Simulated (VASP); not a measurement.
Set up this calculation in VASP 6.6.1, as the native input.

* Task: single point
* Functional: PBEsol
* Potentials or basis: VASP PAW PBE potentials, release 64 (Ag, Cl)
* Cutoff: 520 eV
* k mesh: 12 × 12 × 12
* Occupations: gaussian, width 0.05 eV
* Spin: no spin polarisation
* Dipole correction: no
* Further INCAR settings: ALGO = Normal; EDIFF = 1e-07; NBANDS = 16

The structure of AgCl lies in POSCAR:

```
AgCl
1.0
    3.3615587469     -0.0592947947     -0.0592947947
   -0.0592947947      3.3615587469     -0.0592947947
   -0.0592947947     -0.0592947947      3.3615587469
Ag Cl
1 1
Direct
    0.0000000000      0.0000000000      0.0000000000
    0.5000000000      0.5000000000      0.5000000000
```

One way to write it, as run:

INCAR

```
  PREC = Accurate
  ENCUT = 520
  EDIFF = 1E-7
  ISMEAR = 0
  SIGMA = 0.05
  LREAL = F
  LASPH = T
  NELM = 100
  ALGO = Normal
  ISIF = 2
  LWAVE = F
  LCHARG = F
  GGA = PS
  NBANDS = 16
```

KPOINTS

```
Automatic mesh
0
Gamma
  12 12 12
```

Potentials or basis: VASP PAW PBE potentials, release 64 (Ag, Cl).

The run is started by

```console
$ cat potpaw_PBE.64/Ag/POTCAR potpaw_PBE.64/Cl/POTCAR > POTCAR
$ mpirun -np 1 vasp_std > vasp.out
```

It gave:

- Pressure: -1.6 GPa
- Band gap on the k mesh: 0.33 eV, indirect (least direct gap 2.11 eV)

Caveat: the PAW data sets were made with another functional, which shifts forces and pressure a little.

Wall time 95 s on 1 thread of Intel(R) Xeon(R) Platinum 8488C (Sapphire Rapids), on a shared host, peak memory 0.24 GiB.
